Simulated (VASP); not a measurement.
A run of VASP 6.6.1 is set up as follows.

The input INCAR:

```
SYSTEM = Re
ALGO = Fast
EDIFF = 1E-6
ENCUT = 520
GGA = PE
ISIF = 2
ISMEAR = 0
LASPH = .TRUE.
LCHARG = .FALSE.
LREAL = .FALSE.
LWAVE = .FALSE.
NBANDS = 10
NELM = 100
PREC = Accurate
SIGMA = 0.1
```

KPOINTS

```
k-points
0
G
  20 20 20
  0 0 0
```

The input POSCAR:

```
Re
1.0
   -1.4933675935      1.4933675935      1.4933675935
    1.4933675935     -1.4933675935      1.4933675935
    1.4933675935      1.4933675935     -1.4933675935
Re
1
Direct
    0.0000000000      0.0000000000      0.0000000000
```

Potentials or basis: VASP PAW PBE potentials, release 64 (Re).

The run is started by

```bash
$ cat potpaw_PBE.64/Re/POTCAR > POTCAR
$ mpirun -np 1 vasp_std > vasp.out
```

Question: Predict the pressure.

Answer: 58.8 GPa.

Question: Predict the band gap on the k mesh.

Answer: Zero (an odd number of electrons rules out a gap without spin polarisation).

Caveat: the cell differs from its parent crystal (W replaced by Re, lengths x 0.959, strained); the cell stands under pressure; spin-orbit coupling is left out, which moves the levels of the heavy elements.
